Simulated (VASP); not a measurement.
Input of a VASP 6.6.1 run:

The input INCAR:

```
PREC = Accurate
ENCUT = 520
EDIFF = 1E-8
ISMEAR = -1
SIGMA = 0.03
LREAL = F
LASPH = T
NELM = 100
ALGO = Normal
ISIF = 2
LWAVE = F
LCHARG = F
GGA = PS
LEFG = T
NBANDS = 25
```

KPOINTS

```
Automatic mesh
0
Gamma
  6 6 9
```

Contents of POSCAR:

```
SiO2
1.0
    4.0964980000      0.0000000000      0.0000000000
    0.0000000000      4.0964980000      0.0000000000
    0.0000000000      0.0000000000      2.6678000000
Si O
2 4
Direct
    0.0000000000      0.0000000000      0.0000000000
    0.5000000000      0.5000000000      0.5000000000
    0.3067000000      0.3067000000      0.0000000000
    0.1933000000      0.8067000000      0.5000000000
    0.6933000000      0.6933000000      0.0000000000
    0.8067000000      0.1933000000      0.5000000000
```

Potentials or basis: VASP PAW PBE potentials, release 64 (Si, O).

Command:

```bash
$ cat potpaw_PBE.64/Si/POTCAR potpaw_PBE.64/O/POTCAR > POTCAR
$ mpirun -np 1 vasp_std > vasp.out
```

(1) Predict the pressure.

(2) Predict the largest force.

(3) Predict the band gap on the k mesh.

Results:

(1) 18.4 GPa.

(2) 0.611 eV/Å.

(3) 6.23 eV.

Caveat: the cell differs from its parent crystal (equal xx and yy strain of -2 %); the stress differs along the axes, from 15 to 20 GPa; without QUAD_EFG the Cq values of the log hold for a quadrupole moment of 1 mb, not for the nuclei; the PAW data sets were made with another functional, which shifts forces and pressure a little.
